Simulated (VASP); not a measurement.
Wanted: the native input for a VASP 6.6.1 run.

```
Task                            : G0W0 quasiparticle levels
Functional                      : PBE
Potentials or basis             : VASP PAW PBE potentials, release 64 (Mg_GW, O_GW)
Cutoff                          : 500 eV
k mesh                          : 6 × 6 × 6
Occupations                     : gaussian, width 0.01 eV
Spin                            : no spin polarisation
Dipole correction               : no
GW scheme                       : G0W0
GW iterations                   : 1
Cutoff of the response function : 140
Frequency points                : 96
Empty bands                     : 67
Further INCAR settings          : ALGO = EVGW0; EDIFF = 1e-08; NBANDS = 71
```

The system is MgO.

```
Mg O
1.0
     2.62335    0.00000    0.00000
     0.00000    2.62335    0.00000
     0.00000    0.00000    2.62335
Mg O
1 1
Direct
  0.00000 0.00000 0.00000
  0.50000 0.50000 0.50000
```

One way to write it, as run:

POSCAR

```
MgO
1.0
    2.6233491281      0.0000000000      0.0000000000
    0.0000000000      2.6233491281      0.0000000000
    0.0000000000      0.0000000000      2.6233491281
Mg O
1 1
Direct
    0.0000000000      0.0000000000      0.0000000000
    0.5000000000      0.5000000000      0.5000000000
```

INCAR.step1

```
SYSTEM = MgO
  PREC = Accurate
  ENCUT = 500
  EDIFF = 1E-8
  ISMEAR = 0
  SIGMA = 0.01
  LREAL = .FALSE.
  LASPH = .TRUE.
  NELM = 80
  ALGO = Normal
  LWAVE = .TRUE.
  LCHARG = .FALSE.
  GGA = PE
```

INCAR.step2

```
SYSTEM = MgO
  PREC = Accurate
  ENCUT = 500
  EDIFF = 1E-8
  ISMEAR = 0
  SIGMA = 0.01
  LREAL = .FALSE.
  LASPH = .TRUE.
  NELM = 1
  ALGO = Exact
  LWAVE = .TRUE.
  LCHARG = .FALSE.
  GGA = PE
  NBANDS = 71
  LOPTICS = .TRUE.
  ISTART = 1
```

INCAR.step3

```
SYSTEM = MgO
  PREC = Accurate
  ENCUT = 500
  EDIFF = 1E-8
  ISMEAR = 0
  SIGMA = 0.01
  LREAL = .FALSE.
  LASPH = .TRUE.
  ALGO = EVGW0
  LWAVE = .FALSE.
  LCHARG = .FALSE.
  GGA = PE
  NELMGW = 1
  NBANDS = 71
  ENCUTGW = 140.0
  NOMEGA = 96
  PRECFOCK = Fast
  ISTART = 1
  NBANDSGW = 12
  OMEGAMAX = 20
```

KPOINTS

```
regular mesh
0
G
  6 6 6
  0 0 0
```

Potentials or basis: VASP PAW PBE potentials, release 64 (Mg_GW, O_GW).

Run with:

```console
$ cat potpaw_PBE.64/Mg_GW/POTCAR potpaw_PBE.64/O_GW/POTCAR > POTCAR
$ cp INCAR.step1 INCAR
$ mpirun -np 1 vasp_std > vasp.out
$ cp INCAR.step2 INCAR
$ mpirun -np 1 vasp_std > vasp.out
$ cp INCAR.step3 INCAR
$ mpirun -np 1 vasp_std > vasp.out
```

Results of the run:

- Quasiparticle gap: 4.58 eV
- Least direct quasiparticle gap: 5.74 eV
- Band gap of the starting levels on the mesh: 2.62 eV
- Least direct gap of the starting levels on the mesh: 3.64 eV

Caveat: the k points lie up to 0.40 Å⁻¹ apart; bands, screening cutoff and mesh are small and nothing is extrapolated, so the quasiparticle values aren't converged; the structure was generated, so it needn't be the stable form of MgO.

Wall time 2.4 min on 1 thread of Intel(R) Xeon(R) Platinum 8259CL CPU @ 2.50GHz (Skylake/Cascade Lake), with other jobs on the host, peak memory 0.32 GiB.
